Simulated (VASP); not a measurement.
# BeS2 (I4/mmm) in VASP: notebook, part 2 of 2

VASP 6.6.1.

**3. Single point, PBE**

This run uses another cell than the first one, of 18.30 Å³/atom.

Input file INCAR:

```
SYSTEM = BeS2
ALGO = Normal
EDIFF = 1E-7
ENCUT = 520
GGA = PE
ISIF = 2
ISMEAR = 0
LASPH = .True.
LCHARG = .False.
LREAL = .False.
LWAVE = .False.
NBANDS = 14
NELM = 80
PREC = Accurate
SIGMA = 0.1
```

Input file KPOINTS:

```
k-points
0
Gamma
  6 6 6
  0 0 0
```

Input file POSCAR:

```
BeS2
1.0
   -2.2482222800      2.2482222800      2.7147292000
    2.2482222800     -2.2482222800      2.7147292000
    2.2482222800      2.2482222800     -2.7147292000
Be S
1 2
Direct
    0.0000000000      0.0000000000      0.0000000000
    0.5000000000      0.0000000000      0.5000000000
    0.0000000000      0.5000000000      0.5000000000
```

Potentials or basis: VASP PAW PBE potentials, release 64 (Be, S).

Launch:

```console
cat potpaw_PBE.64/Be/POTCAR potpaw_PBE.64/S/POTCAR > POTCAR
mpirun -np 1 vasp_std > vasp.out
```

OUTCAR:

```text
SYSTEM = BeS2
   EDIFF = 1E-7
   ENCUT = 520
   GGA = PE
   ISIF = 2
   ISMEAR = 0
   LASPH = .True.
   LREAL = .False.
   NELM = 80
   PREC = Accurate

 ion  position               nearest neighbor table
   1  0.000  0.000  0.000-   2 2.25   3 2.25   3 2.25   2 2.25
   2  0.500  0.000  0.500-   1 2.25   1 2.25   3 2.71   3 2.71
   3  0.000  0.500  0.500-   1 2.25   1 2.25   2 2.71   2 2.71

  LATTYP: Found a body centered tetragonal cell.
 ALAT       =     4.4964445600
 C/A-ratio  =     1.2075003545

  Lattice vectors:

 A1 = (  -2.2482222800,   2.2482222800,   2.7147292000)
 A2 = (   2.2482222800,  -2.2482222800,   2.7147292000)
 A3 = (   2.2482222800,   2.2482222800,  -2.7147292000)

Analysis of symmetry for initial positions (statically):
=====================================================================
 Subroutine PRICEL returns:
 Original cell was already a primitive cell.

 Routine SETGRP: Setting up the symmetry group for a
 body centered tetragonal supercell.

 Subroutine GETGRP returns: Found 16 space group operations
 (whereof 16 operations were pure point group operations)
 out of a pool of 16 trial point group operations.

The static configuration has the point symmetry D_4h.

Analysis of symmetry for dynamics (positions and initial velocities):
=====================================================================
 Subroutine PRICEL returns:
 Original cell was already a primitive cell.

 Routine SETGRP: Setting up the symmetry group for a
 body centered tetragonal supercell.

 Subroutine GETGRP returns: Found 16 space group operations
 (whereof 16 operations were pure point group operations)
 out of a pool of 16 trial point group operations.

The dynamic configuration has the point symmetry D_4h.

 Subroutine INISYM returns: Found 16 space group operations
 (whereof 16 operations are pure point group operations),
 and found     1 'primitive' translations

----------------------------------------------------------------------------------------

                                     Primitive cell

  volume of cell :      54.8864

  direct lattice vectors                    reciprocal lattice vectors
    -2.248222280  2.248222280  2.714729200     0.000000000  0.222397938  0.184180433
     2.248222280 -2.248222280  2.714729200     0.222397938  0.000000000  0.184180433
     2.248222280  2.248222280 -2.714729200     0.222397938  0.222397938  0.000000000

  length of vectors
     4.180760872  4.180760872  4.180760872     0.288761623  0.288761623  0.314518181

  position of ions in fractional coordinates (direct lattice)
     0.000000000  0.000000000  0.000000000
     0.500000000  0.000000000  0.500000000
     0.000000000  0.500000000  0.500000000

  ion indices of the primitive-cell ions
   primitive index   ion index
                 1           1
                 2           2
                 3           3

----------------------------------------------------------------------------------------

 KPOINTS: k-points

Automatic generation of k-mesh.
 Grid dimensions read from file:
 generate k-points for:    6    6    6

 Generating k-lattice:

[... 42 lines left out ...]
 [... further k-points ...]
   k-points           NKPTS =     30   k-points in BZ     NKDIM =     30   number of bands    NBANDS=     14
   number of dos      NEDOS =    301   number of ions     NIONS =      3
   total plane-waves  NPLWV =  32768
   dimension x,y,z NGX =    32 NGY =   32 NGZ =   32
   dimension x,y,z NGXF=    64 NGYF=   64 NGZF=   64
   ions per type =               1   2
   NGX,Y,Z   is equivalent  to a cutoff of  12.72, 12.72, 12.72 a.u.
   NGXF,Y,Z  is equivalent  to a cutoff of  25.45, 25.45, 25.45 a.u.
 SYSTEM =  BeS2
   PREC   = accura    normal or accurate (medium, high low for compatibility)
   ISTART =      0    job   : 0-new  1-cont  2-samecut
   ICHARG =      2    charge: 1-file 2-atom 10-const
   ISPIN  =      1    spin polarized calculation?
   LNONCOLLINEAR =      F non collinear calculations
   LSORBIT =      F    spin-orbit coupling
   LASPH  =      T    aspherical Exc in radial PAW
   ENCUT  =  520.0 eV  38.22 Ry    6.18 a.u.   7.77  7.77  7.77*2*pi/ulx,y,z
   NELM   =     80;   NELMIN=  2; NELMDL= -5     # of ELM steps
   EDIFF  = 0.1E-06   stopping-criterion for ELM
   LREAL  =      F    real-space projection
   EDIFFG = 0.1E-05   stopping-criterion for IOM
   NSW    =      0    number of steps for IOM
   IBRION =     -1    ionic relax: 0-MD 1-quasi-New 2-CG
   NFREE  =      0    steps in history (QN), initial steepest desc. (CG)
   ISIF   =      2    stress and relaxation
   ISYM   =      2    0-nonsym 1-usesym 2-fastsym
   POTIM  = 0.5000    time-step for ionic-motion
   TEBEG  =    0.0;   TEEND  =   0.0 temperature during run
   PSTRESS=    0.0 pullay stress
   NELECT =      14.0000    total number of electrons
   NUPDOWN=      -1.0000    fix difference up-down
   EMIN   =  10.00;   EMAX   =-10.00  energy-range for DOS
   EFERMI =   0.00;   METHOD = LEGACY
   ISMEAR =     0;   SIGMA  =   0.10  broadening in eV -4-tet -1-fermi 0-gaus
   EFERMI_NEDOS =   21; number of points for ismear=-14 and -15
   IALGO  =     38    algorithm
   IMIX   =      4    mixing-type and parameters
     AMIX     =   0.40;   BMIX     =  1.00
     AMIX_MAG =   1.60;   BMIX_MAG =  1.00
  volume/ion in A,a.u.               =      18.30       123.46
  Fermi-wavevector in a.u.,A,eV,Ry     =   1.038235  1.961980 14.666166  1.077933
  Thomas-Fermi vector in A             =   2.172710
   LORBIT       =      0    0 simple, 1 ext, 2 COOP (PROOUT), +10 PAW based schemes
   GGA     = PE    functional components
   LHFCALC =     F    Hartree Fock is set to
   AEXX    =    0.0000 exact exchange contribution
   IVDW    =     0    specifies the selected vdW correction
   LEPSILON=     F    determine dielectric tensor
   LRPA    =     F    only Hartree local field effects (RPA)
 non-spin polarized calculation
 Gauss-broadening in eV      SIGMA  =   0.10
  energy-cutoff  :      520.00
  volume of cell :       54.89
 maximum number of plane-waves:      1514
   NGX = 15   NGY = 15   NGZ = 15

 number of electron      14.0000002 magnetization

 Free energy of the ion-electron system (eV)
  ---------------------------------------------------
  ext. energy  EPLUGINS =         0.00000000
  ---------------------------------------------------
  free energy    TOTEN  =       -11.26122159 eV

  energy without entropy =      -11.25140582  energy(sigma->0) =      -11.25631370

 E-fermi :   4.0816     XC(G=0):  -9.3010

 val. band max:        4.0427005849   @ k =   0.5000   0.1667  -0.0000
 cond. band min:       4.1397951199   @ k =  -0.3333   0.5000   0.1667
 fundamental gap:      0.0970945350
 Fermi energy:         4.0815864627

 k-point     1 :       0.0000    0.0000    0.0000
  band No.  band energies     occupation
      1     -10.4172      2.00000
      2      -6.1877      2.00000
      3       0.0341      2.00000
      4       0.0622      2.00000
      5       0.0622      2.00000
      6       3.1661      2.00000
      7       3.1661      2.00000
      8       5.6853      0.00000
      9       5.8560      0.00000
     10       8.9691      0.00000
     11       9.3040      0.00000
     12       9.3040      0.00000
     13      10.2127      0.00000
     14      10.5250      0.00000
[... 377 lines left out ...]
      1      -9.4217      2.00000
      2      -7.6599      2.00000
      3      -0.6279      2.00000
      4      -0.6022      2.00000
      5       1.3990      2.00000
      6       2.9934      2.00000
      7       3.1104      2.00000
      8       3.1765      2.00000
      9       5.7923      0.00000
     10       8.5038      0.00000
     11      11.8120      0.00000
     12      12.3713      0.00000
     13      12.7300      0.00000
     14      14.2389      0.00000

 [... further k-points ...]

------------------------ aborting loop because EDIFF is reached ----------------------------------------

  FORCE on cell =-STRESS in cart. coord.  units (eV):
  Direction    XX          YY          ZZ          XY          YZ          ZX
  --------------------------------------------------------------------------------------
  -------------------------------------------------------------------------------------
  Total       -2.0715523     -2.0715523     -2.3248436      0.0000000      0.0000000      0.0000000
  in kB      -60.4702107    -60.4702107    -67.8639786      0.0000000      0.0000000      0.0000000
  external PRESSURE =     -62.9348000 kB  Pullay stress =       0.0000000 kB

 VOLUME and BASIS-vectors are now :
 -----------------------------------------------------------------------------
  energy-cutoff  :      520.00
  volume of cell :       54.89
      direct lattice vectors                 reciprocal lattice vectors
    -2.248222280  2.248222280  2.714729200     0.000000000  0.222397938  0.184180433
     2.248222280 -2.248222280  2.714729200     0.222397938  0.000000000  0.184180433
     2.248222280  2.248222280 -2.714729200     0.222397938  0.222397938  0.000000000

 POSITION                                       TOTAL-FORCE (eV/Angst)
 -----------------------------------------------------------------------------------
      0.00000      0.00000      0.00000         0.000000      0.000000      0.000000
      0.00000      2.24822      0.00000        -0.000000      0.000000      0.000000
      2.24822      0.00000      0.00000         0.000000     -0.000000     -0.000000
 -----------------------------------------------------------------------------------
    total drift:                               -0.000000     -0.000000      0.000000

  FREE ENERGIE OF THE ION-ELECTRON SYSTEM (eV)
  ---------------------------------------------------
  free  energy   TOTEN  =       -11.2612215874 eV

  energy  without entropy=      -11.2514058194  energy(sigma->0) =      -11.25631370
```

It took 32 s on 1 thread of AMD EPYC 7R43 (Zen 3), shared host; peak memory 0.13 GiB.

What came out:

```
Free energy            : -11.2612 eV
Pressure               : -6.3 GPa
Band gap on the k mesh : zero (bands 7 and 8 overlap by 2.82 eV)
```

Caveat: the cell stands under tension.

The gap in the log of VASP goes by the Fermi energy; the results here count the filled bands.